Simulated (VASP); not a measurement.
The system is Bi.

```
Bi
1.0
     3.44145   -3.09024    0.00000
     3.44145    3.09024    0.00000
    -1.24320    0.00000    3.07147
Bi
2
Direct
  0.75306 0.75306 0.85738
  0.24694 0.24694 0.14262
```

Base run:

| Property | Result |
| --- | --- |
| Program | VASP 6.6.1 |
| Functional | r2SCAN |
| Potentials or basis | VASP PAW PBE potentials, release 64 (Bi_d) |
| Cutoff | 520 eV |
| k mesh | 6 × 6 × 9 |
| Occupations | fermi-dirac, width 0.05 eV |
| Spin | no spin polarisation |

Its results: band gap on the k mesh zero (band 15 reaches 10.62 eV, above the bottom of band 16 at 5.28 eV); pressure 1.3 GPa; largest force 0.084 eV/Å.

Question: The run is repeated on the same cell with these changes: functional from r2SCAN to PBEsol; further incar settings from ALGO = Normal; EDIFF = 1e-06; NBANDS = 22 to ALGO = Fast; EDIFF = 1e-06; NBANDS = 22. What comes out?

Answer: Band gap on the k mesh zero (band 15 reaches 10.35 eV, above the bottom of band 16 at 5.29 eV); pressure -0.5 GPa; largest force 0.007 eV/Å.

Caveats: the PAW data sets were made with another functional, which shifts forces and pressure a little; spin-orbit coupling is left out, which moves the levels of the heavy elements.
